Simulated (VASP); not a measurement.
Here is a VASP 6.6.1 calculation.

The input INCAR:

```
SYSTEM = Y
PREC = Accurate
ENCUT = 600
EDIFF = 1E-7
ISMEAR = 0
SIGMA = 0.1
LREAL = .False.
LASPH = .True.
NELM = 100
ALGO = Fast
ISIF = 3
LWAVE = .False.
LCHARG = .False.
GGA = PS
IBRION = 2
NSW = 100
EDIFFG = -0.01
```

KPOINTS

```
Automatic mesh
0
Gamma
  6 6 6
  0 0 0
```

File POSCAR:

```
Y
1.0
    6.3461208899      0.0000000000      0.0000000000
    0.0000000000      6.3461208899      0.0000000000
    0.0000000000      0.0000000000      6.3461208899
Y
8
Direct
    0.5000000000      0.5000000000      0.5000000000
    0.0000000000      0.0000000000      0.0000000000
    0.2500000000      0.0000000000      0.5000000000
    0.5000000000      0.2500000000      0.0000000000
    0.5000000000      0.7500000000      0.0000000000
    0.7500000000      0.0000000000      0.5000000000
    0.0000000000      0.5000000000      0.7500000000
    0.0000000000      0.5000000000      0.2500000000
```

Potentials or basis: VASP PAW PBE potentials, release 64 (Y_sv).

Launch:

```bash
$ cat potpaw_PBE.64/Y_sv/POTCAR > POTCAR
$ mpirun -np 1 vasp_std > vasp.out
```

(1) What does it give for the relaxed volume?

(2) Predict the band gap on the k mesh.

(3) What does it give for the relaxed cell?

Answers

(1) 31.80 Å³/atom.

(2) zero (bands 44 and 45 overlap by 0.64 eV).

(3) a = 6.337 Å, b = 6.337 Å, c = 6.337 Å, α = 90.00°, β = 90.00°, γ = 90.00°.

Caveat: the PAW data sets were made with another functional, which shifts forces and pressure a little.
